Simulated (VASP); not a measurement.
# RbOs (Fd-3m) in VASP: notebook

Runs on RbOs. Level: PBE. Tasks: relaxation of cell and atoms, single point.

All numbers are computed with VASP 6.6.1; they aren't measurements. Logs are shortened: lines on timing, memory, paths and dates and some standing lists are left out, and cuts for length are marked.

## Step 1: The cell of the first run

It takes space group Fd-3m (No. 227, cubic). Conventional cell: a = 7.761 Å, b = 7.761 Å, c = 7.761 Å, α = 90.00°, β = 90.00°, γ = 90.00°. Within 4.4 Å of Rb (site symmetry -43m) lie 4 Rb at 3.36 Å and 10 Os at 3.36 to 3.88 Å. Os (site symmetry -43m) has 10 Rb at 3.36 to 3.88 Å and 4 Os at 3.36 Å within 4.4 Å.

## Step 2: Relaxation of cell and atoms, PBE

File INCAR:

```
ALGO     = Normal         # electronic algorithm
EDIFF    = 1E-6           # SCF threshold, eV
EDIFFG   = -0.04          # ionic threshold
ENCUT    = 600            # plane-wave cutoff, eV
GGA      = PE             # functional
IBRION   = 2              # ionic algorithm
ISIF     = 3              # what is computed and relaxed
ISMEAR   = 0              # smearing method
LASPH    = True           # aspherical terms in the spheres
LCHARG   = False          # write CHGCAR
LREAL    = False          # projectors in reciprocal space
LWAVE    = False          # write WAVECAR
NELM     = 80             # most SCF steps
NSW      = 90             # ionic steps
PREC     = Accurate       # precision mode
SIGMA    = 0.1            # smearing width, eV
```

File KPOINTS:

```
k-points
0
Gamma
  4 4 4
```

File POSCAR:

```
RbOs
1.0
    0.0000000000      3.8803760058      3.8803760058
    3.8803760058      0.0000000000      3.8803760058
    3.8803760058      3.8803760058      0.0000000000
Rb Os
2 2
Direct
    0.5000000000      0.5000000000      0.5000000000
    0.7500000000      0.7500000000      0.7500000000
    0.0000000000      0.0000000000      0.0000000000
    0.2500000000      0.2500000000      0.2500000000
```

Potentials or basis: VASP PAW PBE potentials, release 64 (Rb_sv, Os).

Launch:

```console
> cat potpaw_PBE.64/Rb_sv/POTCAR potpaw_PBE.64/Os/POTCAR > POTCAR
> mpirun -np 1 vasp_std > vasp.out
```

OUTCAR:

```text
EDIFF = 1E-6
   EDIFFG = -0.04
   ENCUT = 600
   GGA = PE
   IBRION = 2
   ISIF = 3
   ISMEAR = 0
   LASPH = True
   LREAL = False
   NELM = 80
   NSW = 90
   PREC = Accurate

 ion  position               nearest neighbor table
   1  0.500  0.500  0.500-   4 3.36   4 3.36   4 3.36   2 3.36   4 3.36   2 3.36   2 3.36   2 3.36
                             3 3.88   3 3.88   3 3.88   3 3.88   3 3.88   3 3.88
   2  0.750  0.750  0.750-   1 3.36   1 3.36   1 3.36   1 3.36   3 3.36   3 3.36   3 3.36   3 3.36
                             4 3.88   4 3.88   4 3.88   4 3.88   4 3.88   4 3.88
   3  0.000  0.000  0.000-   2 3.36   2 3.36   2 3.36   2 3.36   4 3.36   4 3.36   4 3.36   4 3.36
                             1 3.88   1 3.88   1 3.88   1 3.88   1 3.88   1 3.88
   4  0.250  0.250  0.250-   3 3.36   3 3.36   3 3.36   1 3.36   3 3.36   1 3.36   1 3.36   1 3.36
                             2 3.88   2 3.88   2 3.88   2 3.88   2 3.88   2 3.88

  LATTYP: Found a face centered cubic cell.
 ALAT       =     7.7607520116

  Lattice vectors:

 A1 = (   0.0000000000,   3.8803760058,   3.8803760058)
 A2 = (   3.8803760058,   0.0000000000,   3.8803760058)
 A3 = (   3.8803760058,   3.8803760058,   0.0000000000)

Analysis of symmetry for initial positions (statically):
=====================================================================
 Subroutine PRICEL returns:
 Original cell was already a primitive cell.

 Routine SETGRP: Setting up the symmetry group for a
 face centered cubic supercell.

 Subroutine GETGRP returns: Found 48 space group operations
 (whereof 24 operations were pure point group operations)
 out of a pool of 48 trial point group operations.

The static configuration has the point symmetry T_d .
 The point group associated with its full space group is O_h .

Analysis of symmetry for dynamics (positions and initial velocities):
=====================================================================
 Subroutine PRICEL returns:
 Original cell was already a primitive cell.

 Routine SETGRP: Setting up the symmetry group for a
 face centered cubic supercell.

 Subroutine GETGRP returns: Found 48 space group operations
 (whereof 24 operations were pure point group operations)
 out of a pool of 48 trial point group operations.

The dynamic configuration has the point symmetry T_d .
 The point group associated with its full space group is O_h .

 Subroutine INISYM returns: Found 48 space group operations
 (whereof 24 operations are pure point group operations),
 and found     1 'primitive' translations

----------------------------------------------------------------------------------------

                                     Primitive cell

  volume of cell :     116.8561

  direct lattice vectors                    reciprocal lattice vectors
     0.000000000  3.880376006  3.880376006    -0.128853492  0.128853492  0.128853492
     3.880376006  0.000000000  3.880376006     0.128853492 -0.128853492  0.128853492
     3.880376006  3.880376006  0.000000000     0.128853492  0.128853492 -0.128853492

  length of vectors
     5.487680375  5.487680375  5.487680375     0.223180795  0.223180795  0.223180795

  position of ions in fractional coordinates (direct lattice)
     0.500000000  0.500000000  0.500000000
     0.750000000  0.750000000  0.750000000
     0.000000000  0.000000000  0.000000000
     0.250000000  0.250000000  0.250000000

  ion indices of the primitive-cell ions
   primitive index   ion index
                 1           1
                 2           2
                 3           3
                 4           4

----------------------------------------------------------------------------------------

 KPOINTS: k-points

Automatic generation of k-mesh.
 Grid dimensions read from file:
 generate k-points for:    4    4    4

 Generating k-lattice:

  Cartesian coordinates                     Fractional coordinates (reciprocal lattice)
    -0.032213373  0.032213373  0.032213373     0.250000000  0.000000000  0.000000000
     0.032213373 -0.032213373  0.032213373     0.000000000  0.250000000  0.000000000
     0.032213373  0.032213373 -0.032213373     0.000000000  0.000000000  0.250000000

  Length of vectors
     0.055795199  0.055795199  0.055795199

  Shift w.r.t. Gamma in fractional coordinates (k-lattice)
     0.000000000  0.000000000  0.000000000

 Subroutine IBZKPT returns following result:
 ===========================================

 Found      8 irreducible k-points:

 Following reciprocal coordinates:
            Coordinates               Weight
  0.000000  0.000000  0.000000      1.000000
  0.250000  0.000000  0.000000      8.000000
  0.500000  0.000000  0.000000      4.000000
  0.250000  0.250000  0.000000      6.000000
  0.500000  0.250000  0.000000     24.000000
 -0.250000  0.250000  0.000000     12.000000
  0.500000  0.500000  0.000000      3.000000
 -0.250000  0.500000  0.250000      6.000000
   k-points           NKPTS =      8   k-points in BZ     NKDIM =      8   number of bands    NBANDS=     21
   number of dos      NEDOS =    301   number of ions     NIONS =      4
   total plane-waves  NPLWV = 110592
   dimension x,y,z NGX =    48 NGY =   48 NGZ =   48
   dimension x,y,z NGXF=    96 NGYF=   96 NGZF=   96
   ions per type =               2   2
   NGX,Y,Z   is equivalent  to a cutoff of  14.54, 14.54, 14.54 a.u.
   NGXF,Y,Z  is equivalent  to a cutoff of  29.08, 29.08, 29.08 a.u.
 SYSTEM =  unknown system
   PREC   = accura    normal or accurate (medium, high low for compatibility)
   ISTART =      0    job   : 0-new  1-cont  2-samecut
   ICHARG =      2    charge: 1-file 2-atom 10-const
   ISPIN  =      1    spin polarized calculation?
   LNONCOLLINEAR =      F non collinear calculations
   LSORBIT =      F    spin-orbit coupling
   LASPH  =      T    aspherical Exc in radial PAW
   ENCUT  =  600.0 eV  44.10 Ry    6.64 a.u.  10.96 10.96 10.96*2*pi/ulx,y,z
   NELM   =     80;   NELMIN=  2; NELMDL= -5     # of ELM steps
   EDIFF  = 0.1E-05   stopping-criterion for ELM
   LREAL  =      F    real-space projection
   EDIFFG = -.4E-01   stopping-criterion for IOM
   NSW    =     90    number of steps for IOM
   IBRION =      2    ionic relax: 0-MD 1-quasi-New 2-CG
   NFREE  =      1    steps in history (QN), initial steepest desc. (CG)
   ISIF   =      3    stress and relaxation
   ISYM   =      2    0-nonsym 1-usesym 2-fastsym
   POTIM  = 0.5000    time-step for ionic-motion
   TEBEG  =    0.0;   TEEND  =   0.0 temperature during run
   PSTRESS=    0.0 pullay stress
   NELECT =      34.0000    total number of electrons
   NUPDOWN=      -1.0000    fix difference up-down
   EMIN   =  10.00;   EMAX   =-10.00  energy-range for DOS
   EFERMI =   0.00;   METHOD = LEGACY
   ISMEAR =     0;   SIGMA  =   0.10  broadening in eV -4-tet -1-fermi 0-gaus
   EFERMI_NEDOS =   21; number of points for ismear=-14 and -15
   IALGO  =     38    algorithm
   IMIX   =      4    mixing-type and parameters
     AMIX     =   0.40;   BMIX     =  1.00
     AMIX_MAG =   1.60;   BMIX_MAG =  1.00
  volume/ion in A,a.u.               =      29.21       197.15
  Fermi-wavevector in a.u.,A,eV,Ry     =   1.084802  2.049979 16.011287  1.176796
  Thomas-Fermi vector in A             =   2.220901
   LORBIT       =      0    0 simple, 1 ext, 2 COOP (PROOUT), +10 PAW based schemes
   GGA     = PE    functional components
   LHFCALC =     F    Hartree Fock is set to
   AEXX    =    0.0000 exact exchange contribution
   IVDW    =     0    specifies the selected vdW correction
   LEPSILON=     F    determine dielectric tensor
   LRPA    =     F    only Hartree local field effects (RPA)
 conjugate gradient relaxation of ions
 non-spin polarized calculation
 Gauss-broadening in eV      SIGMA  =   0.10
  energy-cutoff  :      600.00
  volume of cell :      116.86
 maximum number of plane-waves:      3928
 NGX is ok and might be reduce to    48
   NGX = 21   NGY = 21   NGZ = 21

--------------------------------------- Ionic step        1  -------------------------------------------

 number of electron      34.0000000 magnetization

 Free energy of the ion-electron system (eV)
  ---------------------------------------------------
  ext. energy  EPLUGINS =         0.00000000
  ---------------------------------------------------
  free energy    TOTEN  =       -14.84841689 eV

  energy without entropy =      -14.78582102  energy(sigma->0) =      -14.81711896

 E-fermi :   2.1407     XC(G=0):  -9.5129

 val. band max:        2.1401448046   @ k =  -0.2500   0.2500   0.0000
 cond. band min:       2.1419344878   @ k =   0.5000   0.2500   0.0000
 fundamental gap:      0.0017896832
 Fermi energy:         2.1407221533

 k-point     1 :       0.0000    0.0000    0.0000
  band No.  band energies     occupation
      1     -24.9673      2.00000
      2     -24.6239      2.00000
      3      -9.3557      2.00000
      4      -9.3557      2.00000
      5      -9.3557      2.00000
      6      -8.6883      2.00000
[... 13 lines left out ...]
     20       5.4269      0.00000
     21       5.5618      0.00000

 k-point     2 :       0.2500    0.0000    0.0000
  band No.  band energies     occupation
      1     -24.9315      2.00000
      2     -24.6605      2.00000
      3      -9.4205      2.00000
      4      -9.4205      2.00000
      5      -9.4183      2.00000
      6      -8.6689      2.00000
[... 208 lines left out ...]
 VOLUME and BASIS-vectors are now :
 -----------------------------------------------------------------------------
  energy-cutoff  :      600.00
  volume of cell :       95.25
      direct lattice vectors                 reciprocal lattice vectors
     0.000000000  3.624716518  3.624716518    -0.137941822  0.137941822  0.137941822
     3.624716518  0.000000000  3.624716518     0.137941822 -0.137941822  0.137941822
     3.624716518  3.624716518 -0.000000000     0.137941822  0.137941822 -0.137941822

 POSITION                                       TOTAL-FORCE (eV/Angst)
 -----------------------------------------------------------------------------------
      3.62472      3.62472      3.62472        -0.000000      0.000000      0.000000
      5.43707      5.43707      5.43707        -0.000000      0.000000     -0.000000
      7.24943      3.62472      3.62472        -0.000000     -0.000000     -0.000000
      1.81236      1.81236      1.81236         0.000000      0.000000      0.000000
 -----------------------------------------------------------------------------------
    total drift:                               -0.000000     -0.000000     -0.000000

  FREE ENERGIE OF THE ION-ELECTRON SYSTEM (eV)
  ---------------------------------------------------
  free  energy   TOTEN  =       -15.5670831566 eV

  energy  without entropy=      -15.5151828378  energy(sigma->0) =      -15.54113300

--------------------------------------- Ionic step        3  -------------------------------------------

 number of electron      34.0000000 magnetization

 Free energy of the ion-electron system (eV)
  ---------------------------------------------------
  ext. energy  EPLUGINS =         0.00000000
  ---------------------------------------------------
  free energy    TOTEN  =       -15.58450873 eV

  energy without entropy =      -15.53366579  energy(sigma->0) =      -15.55908726

 E-fermi :   3.8122     XC(G=0): -10.6531

 val. band max:        3.6667631862   @ k =   0.2500   0.2500   0.0000
 cond. band min:       3.8408778642   @ k =   0.5000   0.2500   0.0000
 fundamental gap:      0.1741146780
 Fermi energy:         3.8121753975

 k-point     1 :       0.0000    0.0000    0.0000
  band No.  band energies     occupation
      1     -23.6132      2.00000
      2     -22.8866      2.00000
      3      -8.1372      2.00000
      4      -8.1372      2.00000
      5      -8.1372      2.00000
      6      -7.0967      2.00000
[... 13 lines left out ...]
     20       7.3265      0.00000
     21       7.3265      0.00000

 k-point     2 :       0.2500    0.0000    0.0000
  band No.  band energies     occupation
      1     -23.5381      2.00000
      2     -22.9661      2.00000
      3      -8.2776      2.00000
      4      -8.2563      2.00000
      5      -8.2563      2.00000
      6      -7.0280      2.00000
[... 170 lines left out ...]
 VOLUME and BASIS-vectors are now :
 -----------------------------------------------------------------------------
  energy-cutoff  :      600.00
  volume of cell :       92.30
      direct lattice vectors                 reciprocal lattice vectors
     0.000000000  3.586942724  3.586942724    -0.139394476  0.139394476  0.139394476
     3.586942724  0.000000000  3.586942724     0.139394476 -0.139394476  0.139394476
     3.586942724  3.586942724 -0.000000000     0.139394476  0.139394476 -0.139394476

 POSITION                                       TOTAL-FORCE (eV/Angst)
 -----------------------------------------------------------------------------------
      3.58694      3.58694      3.58694        -0.000000      0.000000      0.000000
      5.38041      5.38041      5.38041        -0.000000      0.000000      0.000000
      0.00000      0.00000      0.00000        -0.000000     -0.000000     -0.000000
      1.79347      1.79347      1.79347         0.000000      0.000000      0.000000
 -----------------------------------------------------------------------------------
    total drift:                               -0.000000     -0.000000     -0.000000

  FREE ENERGIE OF THE ION-ELECTRON SYSTEM (eV)
  ---------------------------------------------------
  free  energy   TOTEN  =       -15.5845087298 eV

  energy  without entropy=      -15.5336657938  energy(sigma->0) =      -15.55908726

 reached required accuracy - stopping structural energy minimisation
```

It took 48 s on 1 thread of Intel Xeon 6975P-C (Granite Rapids), shared host; peak memory 0.33 GiB.

Results:

| Item | Value |
| --- | --- |
| Free energy | -15.5845 eV |
| Relaxed volume | 23.08 Å³/atom |
| Relaxed cell | a = 5.073 Å, b = 5.073 Å, c = 5.073 Å, α = 60.00°, β = 60.00°, γ = 60.00° |
| Space group after relaxing (to 0.1 Å) | Fd-3m (No. 227) |
| Energy gained by relaxing | 184.0 meV/atom |
| Ionic steps | 3 |
| Pressure after relaxing | -0.1 GPa |
| Band gap on the k mesh | zero (bands 17 and 18 overlap by 0.41 eV) |

The path:
```csv
step,energy change (eV),largest force (eV/Å),pressure (GPa),volume (Å³)
1,0.0000,0.0000,-7.49,116.86
2,-0.7187,0.0000,-1.75,95.25
3,-0.7361,0.0000,-0.06,92.30
```

Final structure:
```yaml
crystal:
  lattice:
    - [0.00000, 3.58694, 3.58694]
    - [3.58694, 0.00000, 3.58694]
    - [3.58694, 3.58694, 0.00000]
  atoms:
    - { symbol: Rb, position: [0.50000, 0.50000, 0.50000] }
    - { symbol: Rb, position: [0.75000, 0.75000, 0.75000] }
    - { symbol: Os, position: [0.00000, 0.00000, 0.00000] }
    - { symbol: Os, position: [0.25000, 0.25000, 0.25000] }
```

Levels at points of the mesh, in eV from the Fermi level:
```
           k point  band 15  band 16  band 17  band 18  band 19  band 20
(0.00, 0.00, 0.00)    -0.55    -0.55    -0.55     0.28     0.28     3.51
(0.50, 0.00, 0.00)    -0.79    -0.63    -0.63    -0.20    -0.20     0.19
(0.50, 0.50, 0.00)    -1.19    -1.19     0.11     0.11     0.68     0.68
```

Caveat: the volume moved by over 15 % at a fixed basis, so the end points are rough; spin-orbit coupling is left out, which moves the levels of the heavy elements.

(Part 1 of 2 ends here.)
